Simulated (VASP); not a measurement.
Input of a VASP 6.6.1 run:

File INCAR:

```
  PREC = Accurate
  ENCUT = 520
  EDIFF = 1E-6
  ISMEAR = 0
  SIGMA = 0.02
  LREAL = F
  LASPH = T
  NELM = 100
  ALGO = Normal
  ISIF = 2
  LWAVE = F
  LCHARG = F
  GGA = PE
  IBRION = 2
  NSW = 60
  EDIFFG = -0.01
```

File KPOINTS:

```
regular mesh
0
Gamma
  12 12 4
```

POSCAR

```
C
1.0
    2.5221000000      0.0000000000      0.0000000000
   -1.2610500000      2.1842026709      0.0000000000
    0.0000000000      0.0000000000      8.2371000000
C
8
Direct
    0.0000000000      0.0000000000      0.0937500000
    0.0000000000      0.0000000000      0.5937500000
    0.0000000000      0.0000000000      0.4062500000
    0.0000000000      0.0000000000      0.9062500000
    0.3333333333      0.6666666667      0.1562500000
    0.6666666667      0.3333333333      0.6562500000
    0.3333333333      0.6666666667      0.3437500000
    0.6666666667      0.3333333333      0.8437500000
```

Potentials or basis: VASP PAW PBE potentials, release 64 (C).

Command:

```console
$ cat potpaw_PBE.64/C/POTCAR > POTCAR
$ mpirun -np 1 vasp_std > vasp.out
```

Task: Estimate the energy gained by relaxing.

Result: 1.0 meV/atom.

Task: What does it give for the band gap on the k mesh?

Result: 4.45 eV (least direct gap 5.20 eV).

Step by step:
| step | energy change (eV) | largest force (eV/Å) | pressure (GPa) |
| --- | --- | --- | --- |
| 1 | 0.0000 | 0.3287 | 2.93 |
| 2 | 0.0102 | 0.5568 | 3.12 |
| 3 | -0.0081 | 0.0129 | 2.91 |
| 4 | -0.0081 | 0.0281 | 2.91 |
| 5 | -0.0081 | 0.0002 | 2.91 |

A k mesh can miss the band edges.
